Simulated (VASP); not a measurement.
## Pd: single point with PBE

Crystal: Pd.

```
CELL_PARAMETERS angstrom
-1.57376 1.57376 1.57376
1.57376 -1.57376 1.57376
1.57376 1.57376 -1.57376
ATOMIC_POSITIONS crystal
Pd 0.00000 0.00000 0.00000
```

This isn't the form of Pd at room conditions, which is fcc.

```yaml
Program: VASP 6.6.1
Task: single point
Functional: PBE
Potentials_or_basis: VASP PAW PBE potentials, release 64 (Pd)
Cutoff: 500 eV
k_mesh: 18 × 18 × 18
Occupations: gaussian, width 0.05 eV
Spin: no spin polarisation
Dipole_correction: no
Further_INCAR_settings: ALGO = Normal; EDIFF = 1e-06; NBANDS = 11
```

| Quantity | Value |
| --- | --- |
| Pressure | -1.9 GPa |
| Band gap on the k mesh | zero (bands 5 and 6 overlap by 1.51 eV) |

Levels at points of the mesh, in eV from the Fermi level:
```csv
k point,band 2,band 3,band 4,band 5,band 6,band 7,band 8,band 9
"(0.00, 0.00, 0.00)",-2.72,-2.72,-2.72,-0.88,-0.88,19.26,19.26,19.26
"(0.50, 0.00, 0.00)",-3.82,-0.96,-0.67,0.54,1.50,7.51,15.02,17.33
"(0.50, 0.50, 0.50)",-4.81,0.19,0.19,0.19,9.05,9.05,9.05,16.86
```

Wall time 20 s on 1 thread of AMD EPYC 7R43 64-Core Processor (Zen 3), with other jobs on the host, peak memory 0.11 GiB.
